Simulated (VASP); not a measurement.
MoS2: single point with BLYP

The system is MoS2.

```
CELL_PARAMETERS angstrom
1.63029 0.94125 8.09690
-1.63029 0.94125 8.09690
0.00000 -1.88250 8.09690
ATOMIC_POSITIONS crystal
Mo 0.99999 0.99999 0.99999
S 0.73113 0.73113 0.73113
S 0.60218 0.60218 0.60218
```

- Program: VASP 6.6.1
- Task: single point
- Functional: BLYP
- Potentials or basis: VASP PAW PBE potentials, release 64 (Mo_sv, S)
- Cutoff: 500 eV
- k mesh: 8 × 8 × 8
- Occupations: gaussian, width 0.05 eV
- Spin: collinear spin
- Starting moments: [0.05, 0.0, 0.0] μB

```yaml
Pressure: 0.1 GPa
Band_gap_on_the_k_mesh: 1.37 eV (least direct gap 1.75 eV)
Net_moment: 0.00 μB per cell
Valence_electrons_inside_the_program's_atomic_spheres: Mo 12.35; S 3.71
```

Stress tensor (GPa, compression positive):
```
0.14 0.00 0.00
0.00 0.14 0.00
0.00 0.00 0.06
```

Levels at points of the mesh, in eV from the valence-band top:
Spin up:
```csv
k point,band 9,band 10,band 11,band 12,band 13,band 14,band 15,band 16,band 17,band 18
"(0.00, 0.00, 0.00)",-2.79,-1.78,-1.78,-1.69,-0.18,2.34,2.34,2.54,2.54,5.20
"(0.50, 0.00, 0.00)",-4.03,-3.28,-1.93,-1.30,-0.73,1.73,2.21,3.50,3.80,5.81
"(0.50, 0.50, 0.00)",-4.01,-3.28,-1.97,-1.30,-0.71,1.73,2.22,3.44,3.81,6.01
"(0.50, 0.50, 0.50)",-2.79,-1.95,-1.78,-1.78,0.00,2.34,2.34,2.54,2.54,5.82
```
Spin down:
```
           k point  band 9  band 10  band 11  band 12  band 13  band 14  band 15  band 16  band 17  band 18
(0.00, 0.00, 0.00)   -2.79    -1.78    -1.78    -1.69    -0.18     2.34     2.34     2.54     2.54     5.20
(0.50, 0.00, 0.00)   -4.03    -3.28    -1.93    -1.30    -0.73     1.73     2.21     3.50     3.80     5.81
(0.50, 0.50, 0.00)   -4.01    -3.28    -1.97    -1.30    -0.71     1.73     2.22     3.44     3.81     6.01
(0.50, 0.50, 0.50)   -2.79    -1.95    -1.78    -1.78     0.00     2.34     2.34     2.54     2.54     5.82
```

Run time: 29 min on 1 thread of Oxide Virtual Turin-like Processor, with other jobs on the host, peak memory 0.75 GiB.

Caveat: the PAW data sets were made with another functional, which shifts forces and pressure a little. A k mesh can miss the band edges.
